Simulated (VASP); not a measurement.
A run of VASP 6.6.1:

File INCAR:

```
SYSTEM = PdPt2
PREC     = Accurate       ! precision mode
ENCUT    = 520            ! plane-wave cutoff, eV
EDIFF    = 1E-6           ! SCF threshold, eV
ISMEAR   = 0              ! smearing method
SIGMA    = 0.1            ! smearing width, eV
LREAL    = .False.        ! projectors in reciprocal space
LASPH    = .True.         ! aspherical terms in the spheres
NELM     = 100            ! most SCF steps
ALGO     = Fast           ! electronic algorithm
ISIF     = 2              ! what is computed and relaxed
LWAVE    = .False.        ! write WAVECAR
LCHARG   = .True.         ! write CHGCAR
GGA      = PE             ! functional
LELF     = .True.         ! ELF
LVHAR    = .True.       
NBANDS   = 22             ! bands
```

KPOINTS

```
Automatic mesh
0
Gamma
  10 10 18
  0 0 0
```

File POSCAR:

```
PdPt2
1.0
    5.1609630030      0.0000000000      0.0000000000
    0.0000000000      5.1609630030      0.0000000000
    0.0000000000      0.0000000000      2.5184897596
Pd Pt
1 2
Direct
    0.0000000000      0.0000000000      0.5000000000
    0.0000000000      0.5000000000      0.5000000000
    0.5000000000      0.0000000000      0.5000000000
```

Potentials or basis: VASP PAW PBE potentials, release 64 (Pd, Pt).

Command:

```sh
$ cat potpaw_PBE.64/Pd/POTCAR potpaw_PBE.64/Pt/POTCAR > POTCAR
$ mpirun -np 1 vasp_std > vasp.out
```

Hardware: 1 thread of AMD EPYC 9R45 96-Core Processor (Zen 5), on a shared host.

Problem. Estimate the wall time of this run.

Solution. It took 2.4 min on 1 thread of AMD EPYC 9R45 96-Core Processor (Zen 5) (shared host), peak memory 0.38 GiB. Counts: scf iterations 14, k points 210.
